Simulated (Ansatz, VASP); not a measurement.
**One calculation of InSb, two programs**

INCAR

```
SYSTEM = InSb
PREC = Accurate ; ENCUT = 520
EDIFF = 1E-7 ; ISMEAR = -1
SIGMA = 0.08 ; LREAL = .FALSE.
LASPH = .TRUE. ; NELM = 80
ALGO = Normal ; ISIF = 2
LWAVE = .FALSE. ; LCHARG = .TRUE.
GGA = PE ; LELF = .TRUE.
LVHAR = .TRUE. ; NBANDS = 26
```

Contents of KPOINTS:

```
regular mesh
0
G
  6 6 11
  0 0 0
```

File POSCAR:

```
InSb
1.0
    5.3570000000      0.0000000000      0.0000000000
    0.0000000000      5.7120000000      0.0000000000
    0.0000000000      0.0000000000      3.1242600000
In Sb
2 2
Direct
    0.0000000000      0.0000000000      0.0000000000
    0.5000000000      0.5000000000      0.0000000000
    0.5000000000      0.0000000000      0.8350000000
    0.0000000000      0.5000000000      0.1650000000
```

Input for Ansatz:

```yaml
crystal:
  lattice:
    - [5.357, 0.0, 0.0]
    - [0.0, 5.712, 0.0]
    - [0.0, 0.0, 3.12426]
  atoms:
    - { symbol: In, position: [0.0, 0.0, 0.0] }
    - { symbol: In, position: [0.5, 0.5, 0.0] }
    - { symbol: Sb, position: [0.5, 0.0, 0.835] }
    - { symbol: Sb, position: [0.0, 0.5, 0.165] }
kpoints:
  mp_grid: { grid: [6, 6, 11] }
  band_path:
    path:
      - [0.0, 0.0, 0.0]
      - [0.5, 0.0, 0.0]
      - [0.5, 0.5, 0.0]
      - [0.0, 0.5, 0.0]
      - [0.0, 0.0, 0.0]
      - [0.0, 0.0, 0.5]
      - [0.5, 0.0, 0.5]
      - [0.5, 0.5, 0.5]
      - [0.0, 0.5, 0.5]
    npoints: 5
scf:
  occupations: { method: fermi_dirac, width: 0.08 }
hamiltonian:
  xc: pbe
  pseudopotentials: { kind: all_electron, lapw: { basis_error: 0.001 } }
output:
  forces: true
  stress: true
  eigenvalues: true
```

Change from the starting cell: zz strain of +2 %.

Alike in both runs: task single point; functional PBE; k mesh 6 × 6 × 11; occupations fermi-dirac, width 0.08 eV; no spin polarisation.

|  | VASP | Ansatz |
| --- | --- | --- |
| version | VASP 6.6.1 | Ansatz 0.2.0 |
| potentials or method | VASP PAW PBE potentials, release 64 (In_d, Sb), cutoff 520 eV | all-electron LAPW, scalar-relativistic |

```csv
,VASP,Ansatz,Ansatz less VASP
pressure (GPa),16.0,16.0,+0.01
"traceless stress, the component that is largest in VASP (GPa)",12.53,12.55,+0.017
rms of the force components (eV/Å),0.348,0.348,+0.0004
```

Atom by atom the forces differ by 0.001 eV/Å (rms over components). Ansatz ran all-electron here, and VASP with PAW potentials.

Spin-orbit coupling is off throughout.
